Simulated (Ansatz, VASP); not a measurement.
## Ru in VASP and in Ansatz

```
Ru
1.0
     2.60433    0.00000    0.00000
    -1.30217    2.43116    0.00000
     0.00000    0.00000    4.28190
Ru
2
Direct
  0.33333 0.66667 0.25000
  0.66667 0.33333 0.75000
```

Change from the starting cell: strain -0.0375 x Voigt [1, -1, 0, 0, 0, 0], atoms carried along.

Alike in both runs: task single point; functional PBE; k mesh 24 × 24 × 12; occupations gaussian, width 0.15 eV; no spin polarisation.

```csv
,VASP,Ansatz
version,VASP 6.6.1,Ansatz 0.2.0
potentials or method,"VASP PAW PBE potentials, release 64 (Ru_pv), cutoff 520 eV","scalar-relativistic, plane waves, PAW"
valence electrons in the cell,28,32
```

```tsv
	VASP	Ansatz	Ansatz less VASP
gap on the k mesh at the Fermi level (eV)	none	none	-
pressure (GPa)	6.4	6.5	+0.09
traceless stress, the component that is largest in VASP (GPa)	17.73	17.74	+0.008
rms of the force components (eV/Å)	0.109	0.108	-0.0008
```

Atom by atom the forces differ by 0.001 eV/Å (rms over components). A gap of «none» marks a metal or a gap that the smearing closes. VASP's potentials hold 28 valence electrons a cell and Ansatz's 32, so a difference there can come from the potentials and not from the codes.
